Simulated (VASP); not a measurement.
# GaP (F-43m) in VASP: settings compared

GaP is run at these levels: r2SCAN, PBE, PBEsol; tasks: single point, relaxation of cell and atoms.

Everything below comes from runs of VASP 6.6.1. Logs are shortened: lines on timing, memory, paths and dates and some standing lists are left out, and cuts for length are marked.

**What was measured.**

From “Stacking defects in GaP nanowires: Electronic structure and optical properties”, 2018, arxiv:1810.01194, for a bulk crystal of GaP at 10 K: band gap 2.34 eV (indirect).

The results are compared with them further down.

**1. The cell of the first run**

It takes space group F-43m (No. 216, cubic). The conventional cell has a = 5.451 Å, b = 5.451 Å, c = 5.451 Å, α = 90.00°, β = 90.00°, γ = 90.00°. Within 3.1 Å of Ga (site symmetry -43m) lie 4 P at 2.36 Å. P (site symmetry -43m) has 4 Ga at 2.36 Å within 3.1 Å.

**2. Single point, r2SCAN**

Input file POSCAR:

```
GaP
1.0
    0.0000000000      2.7254101929      2.7254101929
    2.7254101929      0.0000000000      2.7254101929
    2.7254101929      2.7254101929      0.0000000000
Ga P
1 1
Direct
    0.0000000000      0.0000000000      0.0000000000
    0.2500000000      0.2500000000      0.2500000000
```

Input file INCAR.step1:

```
SYSTEM = GaP
ALGO = Normal
EDIFF = 1E-4
ENCUT = 520
GGA = PE
ISMEAR = -1
LASPH = .TRUE.
LCHARG = .FALSE.
LREAL = .FALSE.
LWAVE = .TRUE.
NBANDS = 16
NELM = 60
PREC = Accurate
SIGMA = 0.02
```

Input file INCAR.step2:

```
SYSTEM = GaP
ALGO = Normal
EDIFF = 1E-6
ENCUT = 520
ISIF = 2
ISMEAR = -1
ISTART = 1
LASPH = .TRUE.
LCHARG = .TRUE.
LELF = .TRUE.
LMIXTAU = .TRUE.
LREAL = .FALSE.
LVHAR = .TRUE.
LWAVE = .FALSE.
METAGGA = R2SCAN
NBANDS = 16
NELM = 60
PREC = Accurate
SIGMA = 0.02
```

Input file KPOINTS:

```
k-points
0
G
  8 8 8
  0 0 0
```

Potentials or basis: VASP PAW PBE potentials, release 64 (Ga_d, P).

Run with:

```console
> cat potpaw_PBE.64/Ga_d/POTCAR potpaw_PBE.64/P/POTCAR > POTCAR
> cp INCAR.step1 INCAR
> mpirun -np 1 vasp_std > vasp.out
> cp INCAR.step2 INCAR
> mpirun -np 1 vasp_std > vasp.out
```

OUTCAR:

```text
SYSTEM = GaP
   EDIFF = 1E-6
   ENCUT = 520
   ISIF = 2
   ISMEAR = -1
   ISTART = 1
   LASPH = .TRUE.
   LREAL = .FALSE.
   METAGGA = R2SCAN
   NELM = 60
   PREC = Accurate

 ion  position               nearest neighbor table
   1  0.000  0.000  0.000-   2 2.36   2 2.36   2 2.36   2 2.36
   2  0.250  0.250  0.250-   1 2.36   1 2.36   1 2.36   1 2.36

  LATTYP: Found a face centered cubic cell.
 ALAT       =     5.4508203858

  Lattice vectors:

 A1 = (   0.0000000000,   2.7254101929,   2.7254101929)
 A2 = (   2.7254101929,   0.0000000000,   2.7254101929)
 A3 = (   2.7254101929,   2.7254101929,   0.0000000000)

Analysis of symmetry for initial positions (statically):
=====================================================================
 Subroutine PRICEL returns:
 Original cell was already a primitive cell.

 Routine SETGRP: Setting up the symmetry group for a
 face centered cubic supercell.

 Subroutine GETGRP returns: Found 24 space group operations
 (whereof 24 operations were pure point group operations)
 out of a pool of 48 trial point group operations.

The static configuration has the point symmetry T_d .

Analysis of symmetry for dynamics (positions and initial velocities):
=====================================================================
 Subroutine PRICEL returns:
 Original cell was already a primitive cell.

 Routine SETGRP: Setting up the symmetry group for a
 face centered cubic supercell.

 Subroutine GETGRP returns: Found 24 space group operations
 (whereof 24 operations were pure point group operations)
 out of a pool of 48 trial point group operations.

The dynamic configuration has the point symmetry T_d .

 Subroutine INISYM returns: Found 24 space group operations
 (whereof 24 operations are pure point group operations),
 and found     1 'primitive' translations

----------------------------------------------------------------------------------------

                                     Primitive cell

  volume of cell :      40.4879

  direct lattice vectors                    reciprocal lattice vectors
     0.000000000  2.725410193  2.725410193    -0.183458623  0.183458623  0.183458623
     2.725410193  0.000000000  2.725410193     0.183458623 -0.183458623  0.183458623
     2.725410193  2.725410193  0.000000000     0.183458623  0.183458623 -0.183458623

  length of vectors
     3.854312058  3.854312058  3.854312058     0.317759655  0.317759655  0.317759655

  position of ions in fractional coordinates (direct lattice)
     0.000000000  0.000000000  0.000000000
     0.250000000  0.250000000  0.250000000

  ion indices of the primitive-cell ions
   primitive index   ion index
                 1           1
                 2           2

----------------------------------------------------------------------------------------

 KPOINTS: k-points

Automatic generation of k-mesh.
 Grid dimensions read from file:
 generate k-points for:    8    8    8

 Generating k-lattice:

  Cartesian coordinates                     Fractional coordinates (reciprocal lattice)
    -0.022932328  0.022932328  0.022932328     0.125000000  0.000000000  0.000000000
     0.022932328 -0.022932328  0.022932328     0.000000000  0.125000000  0.000000000
     0.022932328  0.022932328 -0.022932328     0.000000000  0.000000000  0.125000000

  Length of vectors
     0.039719957  0.039719957  0.039719957

  Shift w.r.t. Gamma in fractional coordinates (k-lattice)
     0.000000000  0.000000000  0.000000000

 Subroutine IBZKPT returns following result:
 ===========================================

 Found     29 irreducible k-points:

 Following reciprocal coordinates:
            Coordinates               Weight
  0.000000  0.000000  0.000000      1.000000
  0.125000  0.000000  0.000000      8.000000
  0.250000  0.000000  0.000000      8.000000
  0.375000  0.000000  0.000000      8.000000
  0.500000  0.000000  0.000000      4.000000
  0.125000  0.125000  0.000000      6.000000
[... 16 lines left out ...]
  0.500000  0.250000  0.125000     48.000000
 -0.375000  0.250000  0.125000     24.000000
 [... further k-points ...]
   k-points           NKPTS =     29   k-points in BZ     NKDIM =     29   number of bands    NBANDS=     16
   number of dos      NEDOS =    301   number of ions     NIONS =      2
   total plane-waves  NPLWV =  27000
   dimension x,y,z NGX =    30 NGY =   30 NGZ =   30
   dimension x,y,z NGXF=    60 NGYF=   60 NGZF=   60
   ions per type =               1   1
   NGX,Y,Z   is equivalent  to a cutoff of  12.94, 12.94, 12.94 a.u.
   NGXF,Y,Z  is equivalent  to a cutoff of  25.88, 25.88, 25.88 a.u.
 SYSTEM =  GaP
   PREC   = accura    normal or accurate (medium, high low for compatibility)
   ISTART =      1    job   : 0-new  1-cont  2-samecut
   ICHARG =      0    charge: 1-file 2-atom 10-const
   ISPIN  =      1    spin polarized calculation?
   LNONCOLLINEAR =      F non collinear calculations
   LSORBIT =      F    spin-orbit coupling
[... 26 lines left out ...]
  Thomas-Fermi vector in A             =   2.383503
   LORBIT       =      0    0 simple, 1 ext, 2 COOP (PROOUT), +10 PAW based schemes
   METAGGA = R2SCAN    functional components
   LHFCALC =     F    Hartree Fock is set to
   AEXX    =    0.0000 exact exchange contribution
   IVDW    =     0    specifies the selected vdW correction
   LEPSILON=     F    determine dielectric tensor
   LRPA    =     F    only Hartree local field effects (RPA)
 non-spin polarized calculation
  energy-cutoff  :      520.00
  volume of cell :       40.49
 maximum number of plane-waves:      1106
 NGX is ok and might be reduce to    30
   NGX = 15   NGY = 15   NGZ = 15

 number of electron      17.9999989 magnetization

 Free energy of the ion-electron system (eV)
  ---------------------------------------------------
  ext. energy  EPLUGINS =         0.00000000
  ---------------------------------------------------
  free energy    TOTEN  =       -21.46308717 eV

  energy without entropy =      -21.46308717  energy(sigma->0) =      -21.46308717

 E-fermi :   4.8752     XC(G=0): -10.5480

 val. band max:        4.4602717456   @ k =   0.0000   0.0000   0.0000
 cond. band min:       6.3627744152   @ k =   0.3750   0.3750   0.0000
 fundamental gap:      1.9025026696
 Fermi energy:         4.8751671136

 k-point     1 :       0.0000    0.0000    0.0000
  band No.  band energies     occupation
      1     -10.5287      2.00000
      2     -10.5287      2.00000
      3     -10.5287      2.00000
      4     -10.4151      2.00000
      5     -10.4151      2.00000
      6      -8.5599      2.00000
[... 8 lines left out ...]
     15      14.7333      0.00000
     16      14.7333      0.00000

 k-point     2 :       0.1250    0.0000    0.0000
  band No.  band energies     occupation
      1     -10.5450      2.00000
      2     -10.5237      2.00000
      3     -10.5237      2.00000
      4     -10.4151      2.00000
      5     -10.4151      2.00000
      6      -8.3464      2.00000
[... 8 lines left out ...]
     15      14.1067      0.00000
     16      14.8334      0.00000

 k-point     3 :       0.2500    0.0000    0.0000
  band No.  band energies     occupation
      1     -10.5796      2.00000
      2     -10.5128      2.00000
      3     -10.5127      2.00000
      4     -10.4137      2.00000
      5     -10.4137      2.00000
      6      -7.7441      2.00000
[... 8 lines left out ...]
     15      13.9324      0.00000
     16      15.0202      0.00000

 k-point     4 :       0.3750    0.0000    0.0000
  band No.  band energies     occupation
      1     -10.6099      2.00000
      2     -10.5041      2.00000
      3     -10.5041      2.00000
      4     -10.4100      2.00000
      5     -10.4100      2.00000
      6      -6.9085      2.00000
[... 8 lines left out ...]
     15      15.2032      0.00000
     16      15.2032      0.00000
[... 324 lines left out ...]
 k-point    22 :       0.3750    0.2500    0.1250
  band No.  band energies     occupation
      1     -10.6053      2.00000
      2     -10.4998      2.00000
      3     -10.4956      2.00000
      4     -10.4264      2.00000
      5     -10.4054      2.00000
      6      -7.2336      2.00000
[... 8 lines left out ...]
     15      16.2166      0.00000
     16      17.6360      0.00000

 k-point    23 :       0.5000    0.2500    0.1250
  band No.  band energies     occupation
      1     -10.6228      2.00000
      2     -10.4950      2.00000
      3     -10.4857      2.00000
      4     -10.4242      2.00000
      5     -10.4056      2.00000
      6      -6.4480      2.00000
[... 8 lines left out ...]
     15      16.6909      0.00000
     16      18.0034      0.00000

 k-point    24 :      -0.3750    0.2500    0.1250
  band No.  band energies     occupation
      1     -10.6292      2.00000
      2     -10.4940      2.00000
      3     -10.4821      2.00000
      4     -10.4206      2.00000
      5     -10.4074      2.00000
      6      -5.9762      2.00000
[... 8 lines left out ...]
     15      17.1284      0.00000
     16      17.7101      0.00000

 [... further k-points ...]

------------------------ aborting loop because EDIFF is reached ----------------------------------------

  FORCE on cell =-STRESS in cart. coord.  units (eV):
  Direction    XX          YY          ZZ          XY          YZ          ZX
  --------------------------------------------------------------------------------------
  -------------------------------------------------------------------------------------
  Total       -0.0071415     -0.0071415     -0.0071415     -0.0000000      0.0000000      0.0000000
  in kB       -0.2826001     -0.2826001     -0.2826001     -0.0000000      0.0000000      0.0000000
  external PRESSURE =      -0.2826001 kB  Pullay stress =       0.0000000 kB

 VOLUME and BASIS-vectors are now :
 -----------------------------------------------------------------------------
  energy-cutoff  :      520.00
  volume of cell :       40.49
      direct lattice vectors                 reciprocal lattice vectors
     0.000000000  2.725410193  2.725410193    -0.183458623  0.183458623  0.183458623
     2.725410193  0.000000000  2.725410193     0.183458623 -0.183458623  0.183458623
     2.725410193  2.725410193  0.000000000     0.183458623  0.183458623 -0.183458623

 POSITION                                       TOTAL-FORCE (eV/Angst)
 -----------------------------------------------------------------------------------
      0.00000      0.00000      0.00000        -0.000000     -0.000000     -0.000000
      1.36271      1.36271      1.36271         0.000000      0.000000      0.000000
 -----------------------------------------------------------------------------------
    total drift:                                0.000010      0.000010      0.000010

  FREE ENERGIE OF THE ION-ELECTRON SYSTEM (eV)
  ---------------------------------------------------
  free  energy   TOTEN  =       -21.4630871663 eV

  energy  without entropy=      -21.4630871663  energy(sigma->0) =      -21.46308717
```

It took 54 s on 1 thread of AMD EPYC 9R45 (Zen 5), shared host; peak memory 0.15 GiB.

What came out:

```
Free energy            : -21.4631 eV
Pressure               : 0.0 GPa
Band gap on the k mesh : 1.90 eV (least direct gap 2.34 eV)
```

Caveat: the PAW data sets were made with another functional, which shifts forces and pressure a little.

**3. Single point, r2SCAN**

POSCAR is that of step 2.

Input file INCAR.step1:

```
SYSTEM = GaP
PREC = Accurate ; ENCUT = 520
ISMEAR = 0 ; SIGMA = 0.01
LREAL = .FALSE. ; LASPH = .TRUE.
NELM = 100 ; NBANDS = 16
GGA = PE ; ALGO = Normal
EDIFF = 1E-4 ; LWAVE = .TRUE.
LCHARG = .FALSE.
```

Input file INCAR.step2:

```
SYSTEM = GaP
PREC = Accurate ; ENCUT = 520
EDIFF = 1E-6 ; ISMEAR = 0
SIGMA = 0.01 ; LREAL = .FALSE.
LASPH = .TRUE. ; NELM = 100
ALGO = Normal ; ISIF = 2
LWAVE = .FALSE. ; LCHARG = .TRUE.
METAGGA = R2SCAN ; LMIXTAU = .TRUE.
LELF = .TRUE. ; LVHAR = .TRUE.
NBANDS = 16 ; ISTART = 1
```

Input file KPOINTS:

```
regular mesh
0
G
  8 8 8
  0 0 0
```

Potentials or basis: VASP PAW PBE potentials, release 64 (Ga_d, P).

Run with:

```console
> cat potpaw_PBE.64/Ga_d/POTCAR potpaw_PBE.64/P/POTCAR > POTCAR
> cp INCAR.step1 INCAR
> mpirun -np 1 vasp_std > vasp.out
> cp INCAR.step2 INCAR
> mpirun -np 1 vasp_std > vasp.out
```

It took 54 s on 1 thread of AMD EPYC 9R45 (Zen 5), shared host; peak memory 0.15 GiB.

The run converged. Its results:

```yaml
Free_energy: -21.4631 eV
Pressure: 0.0 GPa
Band_gap_on_the_k_mesh: 1.90 eV (least direct gap 2.34 eV)
```

Levels at points of the mesh, in eV from the valence-band top:
| k point | band 5 | band 6 | band 7 | band 8 | band 9 | band 10 | band 11 | band 12 | band 13 | band 14 |
| --- | --- | --- | --- | --- | --- | --- | --- | --- | --- | --- |
| (0.00, 0.00, 0.00) | -14.88 | -13.02 | 0.00 | 0.00 | 0.00 | 2.34 | 4.19 | 4.19 | 4.19 | 9.46 |
| (0.50, 0.00, 0.00) | -14.87 | -10.86 | -6.84 | -1.17 | -1.17 | 2.04 | 5.06 | 5.06 | 8.83 | 11.64 |
| (0.50, 0.50, 0.00) | -14.85 | -9.92 | -6.96 | -2.80 | -2.80 | 1.91 | 2.10 | 11.35 | 11.35 | 12.01 |

Caveat: the PAW data sets were made with another functional, which shifts forces and pressure a little.

**4. Relaxation of cell and atoms, PBE**

Input file INCAR:

```
SYSTEM = GaP
PREC = Accurate
ENCUT = 600
EDIFF = 1E-7
ISMEAR = -1
SIGMA = 0.02
LREAL = .FALSE.
LASPH = .TRUE.
NELM = 60
ALGO = Normal
ISIF = 3
LWAVE = .FALSE.
LCHARG = .FALSE.
GGA = PE
IBRION = 2
NSW = 80
EDIFFG = -0.005
```

Input file KPOINTS:

```
Automatic mesh
0
G
  8 8 8
  0 0 0
```

Input file POSCAR:

```
GaP
1.0
    0.0000000000      2.7252500000      2.7252500000
    2.7252500000      0.0000000000      2.7252500000
    2.7252500000      2.7252500000      0.0000000000
Ga P
1 1
Direct
    0.0000000000      0.0000000000      0.0000000000
    0.2500000000      0.2500000000      0.2500000000
```

Run with:

```console
> cat potpaw_PBE.64/Ga_d/POTCAR potpaw_PBE.64/P/POTCAR > POTCAR
> mpirun -np 1 vasp_std > vasp.out
```

Wall time 28 s (1 thread of AMD EPYC 9R45 (Zen 5), shared host); peak memory 0.16 GiB.

The run converged. Its results:

```
Free energy                           : -9.1253 eV
Relaxed volume                        : 20.86 Å³/atom
Relaxed cell                          : a = 3.893 Å, b = 3.893 Å, c = 3.893 Å, α = 60.00°, β = 60.00°, γ = 60.00°
Space group after relaxing (to 0.1 Å) : F-43m (No. 216)
Energy gained by relaxing             : 4.6 meV/atom
Ionic steps                           : 3
Pressure after relaxing               : 0.0 GPa
Band gap on the k mesh                : 1.58 eV
```

The path:
```csv
step,energy change (eV),largest force (eV/Å),pressure (GPa),volume (Å³)
1,0.0000,0.0000,2.46,40.48
2,-0.0071,0.0000,-1.06,42.33
3,-0.0092,0.0000,0.00,41.71
```

Final structure:
```xyz
2
Lattice="0.0000 2.7527 2.7527 2.7527 0.0000 2.7527 2.7527 2.7527 0.0000" Properties=species:S:1:pos:R:3 pbc="T T T"
Ga    0.0000    0.0000    0.0000
P     1.3763    1.3763    1.3763
```

Levels at points of the mesh, in eV from the valence-band top:
```csv
k point,band 6,band 7,band 8,band 9,band 10,band 11,band 12,band 13
"(0.00, 0.00, 0.00)",-12.27,0.00,0.00,0.00,1.58,3.90,3.90,3.90
"(0.50, 0.00, 0.00)",-10.30,-6.46,-1.07,-1.07,1.58,4.73,4.73,8.23
"(0.50, 0.50, 0.00)",-9.44,-6.61,-2.58,-2.58,1.72,1.85,10.37,10.37
```

**5. Relaxation of cell and atoms, PBEsol**

This run uses another cell than the first one, of 20.85 Å³/atom.

Input file INCAR:

```
SYSTEM = GaP
PREC     = Accurate       ! precision mode
ENCUT    = 600            ! plane-wave cutoff, eV
EDIFF    = 1E-6           ! SCF threshold, eV
ISMEAR   = -1             ! smearing method
SIGMA    = 0.02           ! smearing width, eV
LREAL    = .False.        ! projectors in reciprocal space
LASPH    = .True.         ! aspherical terms in the spheres
NELM     = 100            ! most SCF steps
ALGO     = Normal         ! electronic algorithm
ISIF     = 3              ! what is computed and relaxed
LWAVE    = .False.        ! write WAVECAR
LCHARG   = .False.        ! write CHGCAR
GGA      = PS             ! functional
IBRION   = 2              ! ionic algorithm
NSW      = 80             ! ionic steps
EDIFFG   = -0.005         ! ionic threshold
```

Input file KPOINTS:

```
regular mesh
0
Gamma
  8 8 8
  0 0 0
```

Input file POSCAR:

```
GaP
1.0
    0.0000000000      2.7525368039      2.7525368039
    2.7525368039      0.0000000000      2.7525368039
    2.7525368039      2.7525368039      0.0000000000
Ga P
1 1
Direct
    0.0000000000      0.0000000000      0.0000000000
    0.2500000000      0.2500000000      0.2500000000
```

Run with:

```console
> cat potpaw_PBE.64/Ga_d/POTCAR potpaw_PBE.64/P/POTCAR > POTCAR
> mpirun -np 1 vasp_std > vasp.out
```

Run time: 43 s. Hardware: 1 thread of AMD EPYC 9R45 (Zen 5), shared host; peak memory 0.16 GiB.

It converged, with:

```yaml
Free_energy: -9.9214 eV
Relaxed_volume: 20.09 Å³/atom
Relaxed_cell: a = 3.845 Å, b = 3.845 Å, c = 3.845 Å, α = 60.00°, β = 60.00°, γ = 60.00°
Space_group_after_relaxing_to_0.1_Å: F-43m (No. 216)
Energy_gained_by_relaxing: 7.2 meV/atom
Ionic_steps: 8
Pressure_after_relaxing: 0.0 GPa
Band_gap_on_the_k_mesh: 1.50 eV (least direct gap 1.81 eV)
```

The path:
| step | energy change (eV) | largest force (eV/Å) | pressure (GPa) | volume (Å³) |
| --- | --- | --- | --- | --- |
| 1 | 0.0000 | 0.0000 | -2.93 | 41.71 |
| 2 | -0.0108 | 0.0000 | 1.62 | 39.45 |
| 3 | -0.0145 | 0.0000 | -0.05 | 40.18 |
| 4 | -0.0145 | 0.0000 | 0.10 | 40.15 |
| 5 | -0.0144 | 0.0000 | -0.09 | 40.22 |
| 6 | -0.0145 | 0.0000 | 0.04 | 40.18 |
| 7 | -0.0145 | 0.0000 | -0.06 | 40.19 |
| 8 | -0.0145 | 0.0000 | 0.02 | 40.18 |

Final structure:
```
CELL_PARAMETERS angstrom
0.00000 2.71850 2.71850
2.71850 0.00000 2.71850
2.71850 2.71850 0.00000
ATOMIC_POSITIONS crystal
Ga 0.00000 0.00000 0.00000
P 0.25000 0.25000 0.25000
```

Levels at points of the mesh, in eV from the valence-band top:
```
           k point  band 6  band 7  band 8  band 9  band 10  band 11  band 12  band 13
(0.00, 0.00, 0.00)  -12.58    0.00    0.00    0.00     1.81     3.82     3.82     3.82
(0.50, 0.00, 0.00)  -10.47   -6.74   -1.14   -1.14     1.61     4.65     4.65     8.10
(0.50, 0.50, 0.00)   -9.54   -6.84   -2.74   -2.74     1.50     1.71    10.61    10.61
```

Caveat: the PAW data sets were made with another functional, which shifts forces and pressure a little. PBEsol gaps usually lie below the measured ones, often by a third to a half.

**6. The runs side by side**

```tsv
task	level	cell	cutoff (eV)	smearing	gap on the mesh (eV)	pressure (GPa)	relaxed volume (Å³/atom)
single point	r2SCAN	a = 3.854 Å, angles 60.0°, 2 atoms	520	fermi-dirac 0.02 eV	1.90	0.0	-
single point	r2SCAN	a = 3.854 Å, angles 60.0°, 2 atoms	520	gaussian 0.01 eV	1.90	0.0	-
relaxation of cell and atoms	PBE	relaxed from a = 3.854 Å, angles 60.0°, 2 atoms	600	fermi-dirac 0.02 eV	1.58	0.0	20.86
relaxation of cell and atoms	PBEsol	relaxed from a = 3.893 Å, angles 60.0°, 2 atoms	600	fermi-dirac 0.02 eV	1.50	0.0	20.09
```

Alike in all rows: potentials or basis VASP PAW PBE potentials, release 64 (Ga_d, P); no spin polarisation; k mesh 8 × 8 × 8.

Caveats: the PAW data sets were made with another functional, which shifts forces and pressure a little (at least some runs).

Absolute energies hang on the potentials; compare differences alone.

**7. Comparison with measurements**

Step 2. A measured gap of GaP is 2.34 eV (indirect; 10 K; quoted in “Stacking defects in GaP nanowires: Electronic structure and optical properties”, 2018, arxiv:1810.01194); the calculated 1.90 eV misses it by -0.44 eV. Spin-orbit coupling on Ga is left out. The value is that of r2SCAN on a finite k mesh, which can miss the band edges, without temperature or zero-point motion.

Step 3. Against the measured gap of GaP, 2.34 eV (indirect; 10 K; quoted in “Stacking defects in GaP nanowires: Electronic structure and optical properties”, 2018, arxiv:1810.01194), the calculated 1.90 eV is off by -0.44 eV. Spin-orbit coupling on Ga is left out. The value is that of r2SCAN on a finite k mesh, which can miss the band edges, without temperature or zero-point motion.
